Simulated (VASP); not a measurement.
# P in VASP: further runs

P is run at these levels: LDA, HSE06; tasks: relaxation of cell and atoms.

All numbers are computed with VASP 6.6.1; they aren't measurements. Logs are shortened: lines on timing, memory, paths and dates and some standing lists are left out, and cuts for length are marked.

### Step 1. The cell of the first run

The cell holds a slab with vacuum, 2 atoms: a = 3.279 Å, b = 3.279 Å, c = 26.152 Å, α = 90.00°, β = 90.00°, γ = 120.00°.

### Step 2. Relaxation of cell and atoms, LDA

The input, INCAR:

```
  PREC = Accurate
  ENCUT = 500
  EDIFF = 1E-7
  ISMEAR = -1
  SIGMA = 0.02
  LREAL = False
  LASPH = True
  NELM = 120
  ALGO = Normal
  ISIF = 3
  LWAVE = False
  LCHARG = False
  LDIPOL = True
  IDIPOL = 3
  DIPOL = 0.5 0.5 0.348
  GGA = CA
  IBRION = 2
  NSW = 80
  EDIFFG = -0.005
  GGA_COMPAT = False
  NELMIN = 4
  NELMDL = -8
  LATTICE_CONSTRAINTS = .TRUE. .TRUE. .FALSE.
```

The input, KPOINTS:

```
regular mesh
0
Gamma
  12 12 1
```

The input, POSCAR:

```
P
1.0
    3.2789996868      0.0000000000      0.0000000000
   -1.6394998434      2.8396970278      0.0000000000
    0.0000000000      0.0000000000     26.1518814016
P
2
Direct
    0.3333333333      0.6666666667      0.3237635899
    0.6666666667      0.3333333333      0.3712510602
```

Potentials or basis: VASP PAW LDA potentials, release 64 (P).

Command:

```bash
cat potpaw_LDA.64/P/POTCAR > POTCAR
mpirun -np 1 vasp_std > vasp.out
```

OUTCAR:

```text
PREC = Accurate
   ENCUT = 500
   EDIFF = 1E-7
   ISMEAR = -1
   LREAL = False
   LASPH = True
   NELM = 120
   ISIF = 3
   GGA = CA
   IBRION = 2
   NSW = 80
   EDIFFG = -0.005
   NELMIN = 4
   NELMDL = -8

 ion  position               nearest neighbor table
   1  0.333  0.667  0.324-   2 2.26   2 2.26   2 2.26
   2  0.667  0.333  0.371-   1 2.26   1 2.26   1 2.26

  LATTYP: Found a hexagonal cell.
 ALAT       =     3.2789996868
 C/A-ratio  =     7.9755669105

  Lattice vectors:

 A1 = (   3.2789996868,   0.0000000000,   0.0000000000)
 A2 = (  -1.6394998434,   2.8396970278,   0.0000000000)
 A3 = (   0.0000000000,   0.0000000000,  26.1518814016)

Analysis of symmetry for initial positions (statically):
=====================================================================
 Subroutine PRICEL returns:
 Original cell was already a primitive cell.

 Routine SETGRP: Setting up the symmetry group for a
 hexagonal supercell.

 Subroutine GETGRP returns: Found 12 space group operations
 (whereof  6 operations were pure point group operations)
 out of a pool of 24 trial point group operations.

The static configuration has the point symmetry C_3v.
 The point group associated with its full space group is D_3d.

Analysis of symmetry for dynamics (positions and initial velocities):
=====================================================================
 Subroutine PRICEL returns:
 Original cell was already a primitive cell.

 Routine SETGRP: Setting up the symmetry group for a
 hexagonal supercell.

 Subroutine GETGRP returns: Found 12 space group operations
 (whereof  6 operations were pure point group operations)
 out of a pool of 24 trial point group operations.

The dynamic configuration has the point symmetry C_3v.
 The point group associated with its full space group is D_3d.

 Subroutine INISYM returns: Found 12 space group operations
 (whereof  6 operations are pure point group operations),
 and found     1 'primitive' translations

----------------------------------------------------------------------------------------

                                     Primitive cell

  volume of cell :     243.5097

  direct lattice vectors                    reciprocal lattice vectors
     3.278999687  0.000000000  0.000000000     0.304971057  0.176075122  0.000000000
    -1.639499843  2.839697028  0.000000000     0.000000000  0.352150244  0.000000000
     0.000000000  0.000000000 26.151881402     0.000000000  0.000000000  0.038238167
[... 107 lines left out ...]
   LEPSILON=     F    determine dielectric tensor
   LRPA    =     F    only Hartree local field effects (RPA)
 conjugate gradient relaxation of ions
 non-spin polarized calculation
  energy-cutoff  :      500.00
  volume of cell :      243.51
 maximum number of plane-waves:      6258
 NGX is ok and might be reduce to    24
   NGX = 11   NGY = 11   NGZ = 95

--------------------------------------- Ionic step        1  -------------------------------------------

 number of electron      10.0000000 magnetization

 number of electron       9.9999999 magnetization

 Free energy of the ion-electron system (eV)
  ---------------------------------------------------
  ext. energy  EPLUGINS =         0.00000000
  ---------------------------------------------------
  free energy    TOTEN  =       -11.81564453 eV

  energy without entropy =      -11.81564453  energy(sigma->0) =      -11.81564453

------------------------ aborting loop because EDIFF is reached ----------------------------------------

  FORCE on cell =-STRESS in cart. coord.  units (eV):
  Direction    XX          YY          ZZ          XY          YZ          ZX
  --------------------------------------------------------------------------------------
  -------------------------------------------------------------------------------------
  Total       -1.1602816     -1.1602816     -0.4155807     -0.0000000      0.0000000     -0.0000000
  in kB       -7.6340971     -7.6340971     -2.7343220     -0.0000000      0.0000000     -0.0000000
  external PRESSURE =      -6.0008387 kB  Pullay stress =       0.0000000 kB
[... 125 lines left out ...]
  FREE ENERGIE OF THE ION-ELECTRON SYSTEM (eV)
  ---------------------------------------------------
  free  energy   TOTEN  =       -11.8409299123 eV

  energy  without entropy=      -11.8409299123  energy(sigma->0) =      -11.84092991

 dipolmoment           0.000000      0.000000      0.000000 electrons x Angstroem

--------------------------------------- Ionic step        5  -------------------------------------------

 number of electron      10.0000000 magnetization

 dipolmoment           0.000000      0.000000     -0.000000 electrons x Angstroem

 Free energy of the ion-electron system (eV)
  ---------------------------------------------------
  ext. energy  EPLUGINS =         0.00000000
  ---------------------------------------------------
  free energy    TOTEN  =       -11.84095562 eV

  energy without entropy =      -11.84095562  energy(sigma->0) =      -11.84095562

 E-fermi :  -4.0023     XC(G=0):  -2.0971

 val. band max:       -4.4599610378   @ k =   0.0000   0.0000   0.0000
 cond. band min:      -2.5906617277   @ k =   0.3333   0.0000   0.0000
 fundamental gap:      1.8692993101
 Fermi energy:        -4.0023193645

 k-point     1 :       0.0000    0.0000    0.0000
  band No.  band energies     occupation
      1     -18.9478      2.00000
      2     -11.0795      2.00000
      3      -5.0877      2.00000
      4      -4.4600      2.00000
      5      -4.4600      2.00000
      6      -0.4034      0.00000
      7      -0.4034      0.00000
      8      -0.2486      0.00000
      9       0.8704      0.00000
[... 205 lines left out ...]
 k-point    19 :       0.3333    0.3333    0.0000
  band No.  band energies     occupation
      1     -14.1973      2.00000
      2     -14.1973      2.00000
      3     -10.1230      2.00000
      4      -6.2439      2.00000
      5      -6.2439      2.00000
      6      -2.5061      0.00000
      7       1.0746      0.00000
      8       1.0746      0.00000
      9       3.7762      0.00000

------------------------ aborting loop because EDIFF is reached ----------------------------------------

 vacuum level on the upper side and lower side of the slab       (xc-potential included)        -0.013        -0.011

  FORCE on cell =-STRESS in cart. coord.  units (eV):
  Direction    XX          YY          ZZ          XY          YZ          ZX
  --------------------------------------------------------------------------------------
  -------------------------------------------------------------------------------------
  Total       -0.0021208     -0.0021208     -0.0112566      0.0000000      0.0000000      0.0000000
  in kB       -0.0145400     -0.0145400     -0.0771731      0.0000000      0.0000000      0.0000000
  external PRESSURE =      -0.0354177 kB  Pullay stress =       0.0000000 kB
[... 17 lines left out ...]
  FREE ENERGIE OF THE ION-ELECTRON SYSTEM (eV)
  ---------------------------------------------------
  free  energy   TOTEN  =       -11.8409556241 eV

  energy  without entropy=      -11.8409556241  energy(sigma->0) =      -11.84095562

 reached required accuracy - stopping structural energy minimisation

 vacuum level on the upper side and lower side of the slab         1.821         1.821
```

OSZICAR:

```text
N       E                     dE             d eps       ncg     rms          rms(c)
DAV:   1     0.685202224391E+02    0.68520E+02   -0.29857E+03   342   0.712E+02
DAV:   2    -0.607724397624E+01   -0.74597E+02   -0.64313E+02   572   0.106E+02
DAV:   3    -0.118969808888E+02   -0.58197E+01   -0.58144E+01   499   0.480E+01
[... 76 lines left out ...]
DAV:   2    -0.118409619921E+02    0.14960E-04   -0.52205E-05   526   0.538E-02    0.116E-02
DAV:   3    -0.118409570591E+02    0.49330E-05   -0.71120E-06   465   0.167E-02    0.486E-03
DAV:   4    -0.118409559343E+02    0.11248E-05   -0.17325E-06   501   0.820E-03    0.327E-03
DAV:   5    -0.118409556469E+02    0.28734E-06   -0.20682E-07   461   0.299E-03    0.117E-03
DAV:   6    -0.118409556241E+02    0.22860E-07   -0.15021E-08   364   0.864E-04
   5 F= -.11840956E+02 E0= -.11840956E+02  d E =-.163005E-02
```

CONTCAR:

```text
P
   1.00000000000000
     3.2122452814758038    0.0000000000000000    0.0000000000000000
    -1.6061226407379019    2.7818860169729001    0.0000000000000000
     0.0000000000000000    0.0000000000000000   26.1518814016000007
  P
     2
Direct
     0.3333333332999970    0.6666666667000030    0.3238751030485681
     0.6666666667000030    0.3333333332999970    0.3711395470514311

  0.00000000E+00  0.00000000E+00  0.00000000E+00
  0.00000000E+00  0.00000000E+00  0.00000000E+00
```

It took 76 s on 1 thread of Intel Xeon 6975P-C (Granite Rapids), shared host; peak memory 0.25 GiB.

Results:

* Free energy: -11.8410 eV
* Relaxed cell: a = 3.212 Å, b = 3.212 Å, c = 26.152 Å, α = 90.00°, β = 90.00°, γ = 120.00°
* Space group after relaxing (to 0.1 Å): P-3m1 (No. 164)
* Energy gained by relaxing: 12.7 meV/atom
* Ionic steps: 5
* Band gap on the k mesh: 1.87 eV (least direct gap 2.15 eV)

Step by step:
| step | energy change (eV) | largest force (eV/Å) | pressure (GPa) | volume (Å³) |
| --- | --- | --- | --- | --- |
| 1 | 0.0000 | 0.3281 | -0.60 | 243.51 |
| 2 | -0.0133 | 0.5583 | 0.45 | 230.07 |
| 3 | -0.0237 | 0.1882 | 0.00 | 235.25 |
| 4 | -0.0253 | 0.0250 | 0.00 | 233.50 |
| 5 | -0.0253 | 0.0010 | 0.00 | 233.70 |

Final structure:
```xyz
2
Lattice="3.2122 0.0000 0.0000 -1.6061 2.7819 0.0000 0.0000 0.0000 26.1519" Properties=species:S:1:pos:R:3 pbc="T T T"
P     0.0000    1.8546    8.4699
P     1.6061    0.9273    9.7060
```

Caveat: the relaxation moved the vacuum too, so the length across it says nothing of the material.

### Step 3. Relaxation of cell and atoms, HSE06

This run uses another cell than the first one.

The input, POSCAR:

```
P
1.0
    3.2728107451      0.0000000000      0.0000000000
   -1.6364053726      2.8343372471      0.0000000000
    0.0000000000      0.0000000000     26.1518814016
P
2
Direct
    0.3333333333      0.6666666667      0.3241110472
    0.6666666667      0.3333333333      0.3709036029
```

The input, INCAR.step1:

```
SYSTEM = P
  ALGO = Normal
  DIPOL = 0.5 0.5 0.348
  EDIFF = 1E-5
  EDIFFG = -0.005
  ENCUT = 500
  GGA = PE
  GGA_COMPAT = .FALSE.
  IBRION = 2
  IDIPOL = 3
  ISIF = 3
  ISMEAR = -1
  LASPH = .TRUE.
  LATTICE_CONSTRAINTS = .TRUE. .TRUE. .FALSE.
  LCHARG = .FALSE.
  LDIPOL = .TRUE.
  LREAL = .FALSE.
  LWAVE = .TRUE.
  NBANDS = 12
  NELM = 120
  NELMDL = -8
  NELMIN = 4
  NSW = 100
  PREC = Accurate
  SIGMA = 0.02
```

The input, INCAR.step2:

```
SYSTEM = P
  ALGO = Normal
  DIPOL = 0.5 0.5 0.348
  EDIFF = 1E-7
  EDIFFG = -0.005
  ENCUT = 500
  GGA = PE
  GGA_COMPAT = .FALSE.
  HFSCREEN = 0.2079
  IBRION = 2
  IDIPOL = 3
  ISIF = 3
  ISMEAR = -1
  ISTART = 1
  LASPH = .TRUE.
  LATTICE_CONSTRAINTS = .TRUE. .TRUE. .FALSE.
  LCHARG = .FALSE.
  LDIPOL = .TRUE.
  LHFCALC = .TRUE.
  LREAL = .FALSE.
  LWAVE = .FALSE.
  NELM = 120
  NELMIN = 4
  NSW = 80
  PREC = Accurate
  PRECFOCK = Normal
  SIGMA = 0.02
```

The input, KPOINTS:

```
k-points
0
G
  6 6 1
  0 0 0
```

Potentials or basis: VASP PAW PBE potentials, release 64 (P).

Command:

```bash
cat potpaw_PBE.64/P/POTCAR > POTCAR
cp INCAR.step1 INCAR
mpirun -np 1 vasp_std > vasp.out
cp INCAR.step2 INCAR
mpirun -np 1 vasp_std > vasp.out
```

It took 23 min on 1 thread of Intel Xeon 6975P-C (Granite Rapids), shared host; peak memory 0.43 GiB.

The run converged. Its results:

```
Free energy                           : -12.8321 eV
Relaxed cell                          : a = 3.257 Å, b = 3.257 Å, c = 26.152 Å, α = 90.00°, β = 90.00°, γ = 120.00°
Space group after relaxing (to 0.1 Å) : P-3m1 (No. 164)
Energy gained by relaxing             : 1.8 meV/atom
Ionic steps                           : 5
Largest force after relaxing          : 0.004 eV/Å
Band gap on the k mesh                : 2.72 eV (least direct gap 2.99 eV)
```

Forces in eV/Å, atoms in the order of the input:
```
P    0.000  0.000  0.004
P    0.000  0.000 -0.004
```

Step by step:
| step | energy change (eV) | largest force (eV/Å) | pressure (GPa) | volume (Å³) |
| --- | --- | --- | --- | --- |
| 1 | 0.0000 | 0.2818 | -0.24 | 242.59 |
| 2 | 0.0000 | 0.3125 | 0.24 | 238.29 |
| 3 | -0.0036 | 0.0118 | -0.01 | 240.42 |
| 4 | -0.0036 | 0.0057 | -0.01 | 240.46 |
| 5 | -0.0036 | 0.0045 | -0.01 | 240.29 |

Final structure:
```cif
data_structure
_symmetry_space_group_name_H-M 'P 1'
_symmetry_Int_Tables_number 1
_cell_length_a 3.2573
_cell_length_b 3.2573
_cell_length_c 26.1519
_cell_angle_alpha 90.000
_cell_angle_beta 90.000
_cell_angle_gamma 120.000
_cell_volume 240.29
loop_
_atom_site_label
_atom_site_type_symbol
_atom_site_fract_x
_atom_site_fract_y
_atom_site_fract_z
_atom_site_occupancy
P1 P 0.33333 0.66667 0.32435 1
P2 P 0.66667 0.33333 0.37066 1
```

Levels at points of the mesh, in eV from the valence-band top:
| k point | band 3 | band 4 | band 5 | band 6 | band 7 | band 8 |
| --- | --- | --- | --- | --- | --- | --- |
| (0.00, 0.00, 0.00) | -0.44 | -0.22 | -0.22 | 4.90 | 4.90 | 4.93 |
| (0.50, 0.00, 0.00) | -3.49 | -2.63 | -1.47 | 2.74 | 4.47 | 6.62 |

Caveat: the relaxation moved the vacuum too, so the length across it says nothing of the material; the PAW data sets were made with another functional, which shifts forces and pressure a little.
